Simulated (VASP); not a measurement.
Wanted: the native input for a VASP 6.6.1 run.

```
Task                               : single point
Functional                         : PBE0
Potentials or basis                : VASP PAW PBE potentials, release 64 (Te, Sn_d)
Cutoff                             : 520 eV
k mesh                             : 4 × 4 × 4
Occupations                        : fermi-dirac, width 0.05 eV
Spin                               : no spin polarisation
Dipole correction                  : no
Grid for exact exchange (PRECFOCK) : Normal
Further INCAR settings             : ALGO = Normal; EDIFF = 1e-07; NBANDS = 17
Share of exact exchange            : 0.25
```

SnTe:

```
CELL_PARAMETERS angstrom
3.90470 0.00000 0.00000
0.00000 3.90470 0.00000
0.00000 0.00000 3.90470
ATOMIC_POSITIONS crystal
Te 0.50000 0.50000 0.50000
Sn 0.00000 0.00000 0.00000
```

These files were run (other wordings do the same):

POSCAR

```
SnTe
1.0
    3.9047000000      0.0000000000      0.0000000000
    0.0000000000      3.9047000000      0.0000000000
    0.0000000000      0.0000000000      3.9047000000
Te Sn
1 1
Direct
    0.5000000000      0.5000000000      0.5000000000
    0.0000000000      0.0000000000      0.0000000000
```

INCAR.step1

```
SYSTEM = SnTe
ALGO     = Normal         ! electronic algorithm
EDIFF    = 1E-5           ! SCF threshold, eV
ENCUT    = 520            ! plane-wave cutoff, eV
GGA      = PE             ! functional
ISIF     = 2              ! what is computed and relaxed
ISMEAR   = -1             ! smearing method
LASPH    = .True.         ! aspherical terms in the spheres
LREAL    = .False.        ! projectors in reciprocal space
LWAVE    = .True.         ! write WAVECAR
NBANDS   = 17             ! bands
NELM     = 100            ! most SCF steps
PREC     = Accurate       ! precision mode
SIGMA    = 0.05           ! smearing width, eV
```

INCAR.step2

```
SYSTEM = SnTe
AEXX     = 0.25           ! exact-exchange fraction
ALGO     = Normal         ! electronic algorithm
EDIFF    = 1E-7           ! SCF threshold, eV
ENCUT    = 520            ! plane-wave cutoff, eV
GGA      = PE             ! functional
ISIF     = 2              ! what is computed and relaxed
ISMEAR   = -1             ! smearing method
ISTART   = 1            
LASPH    = .True.         ! aspherical terms in the spheres
LCHARG   = .True.         ! write CHGCAR
LELF     = .True.         ! ELF
LHFCALC  = .True.         ! exact exchange
LREAL    = .False.        ! projectors in reciprocal space
LVHAR    = .True.       
LWAVE    = .False.        ! write WAVECAR
NBANDS   = 17             ! bands
NELM     = 100            ! most SCF steps
PREC     = Accurate       ! precision mode
PRECFOCK = Normal       
SIGMA    = 0.05           ! smearing width, eV
```

KPOINTS

```
k-points
0
Gamma
  4 4 4
  0 0 0
```

Potentials or basis: VASP PAW PBE potentials, release 64 (Te, Sn_d).

Launch:

```console
$ cat potpaw_PBE.64/Te/POTCAR potpaw_PBE.64/Sn_d/POTCAR > POTCAR
$ cp INCAR.step1 INCAR
$ mpirun -np 1 vasp_std > vasp.out
$ cp INCAR.step2 INCAR
$ mpirun -np 1 vasp_std > vasp.out
```

It gave:

```json
{
  "Pressure": "-1.0 GPa",
  "Band gap on the k mesh": "zero (bands 10 and 11 overlap by 2.13 eV)"
}
```

Caveat: the k points lie up to 0.40 Å⁻¹ apart, too coarse for converged energies and pressures of a metal; the PAW data sets were made with another functional, which shifts forces and pressure a little; spin-orbit coupling is left out, which moves the levels of the heavy elements.

Run time: 22 min on 1 thread of Intel(R) Xeon(R) Platinum 8259CL CPU @ 2.50GHz (Skylake/Cascade Lake), on a shared host, peak memory 0.18 GiB.
